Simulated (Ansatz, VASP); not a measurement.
BeI5: VASP beside Ansatz

```xyz
6
Lattice="0.0000 4.8674 4.8674 4.8674 0.0000 4.8674 4.8674 4.8674 0.0000" Properties=species:S:1:pos:R:3 pbc="T T T"
Be    0.0000    0.0000    0.0000
I     7.3011    7.3011    7.3011
I     6.0756    6.0756    3.6592
I     6.0756    3.6592    6.0756
I     3.6592    3.6592    3.6592
I     3.6592    6.0756    6.0756
```

Change from the starting cell: species swapped into the ZrCu5 type (F-43m, No. 216).

Alike in both runs: task single point; functional PBE; k mesh 4 × 4 × 4; occupations gaussian, width 0.1 eV; no spin polarisation.

|  | VASP | Ansatz |
| --- | --- | --- |
| version | VASP 6.6.1 | Ansatz 0.2.0 |
| potentials or method | VASP PAW PBE potentials, release 64 (Be, I), cutoff 520 eV | scalar-relativistic, plane waves, PAW |
| valence electrons in the cell | 37 | 87 |

|  | VASP | Ansatz | Ansatz less VASP |
| --- | --- | --- | --- |
| gap on the k mesh at the Fermi level (eV) | none | none | - |
| pressure (GPa) | -0.5 | -0.5 | +0.02 |
| rms of the force components (eV/Å) | 0.036 | 0.037 | +0.0004 |

Atom by atom the forces differ by 0.000 eV/Å (rms over components). A gap of «none» marks a metal or a gap that the smearing closes. VASP's potentials hold 37 valence electrons a cell and Ansatz's 87, so a difference there can come from the potentials and not from the codes.

Neither program's run includes spin-orbit coupling.
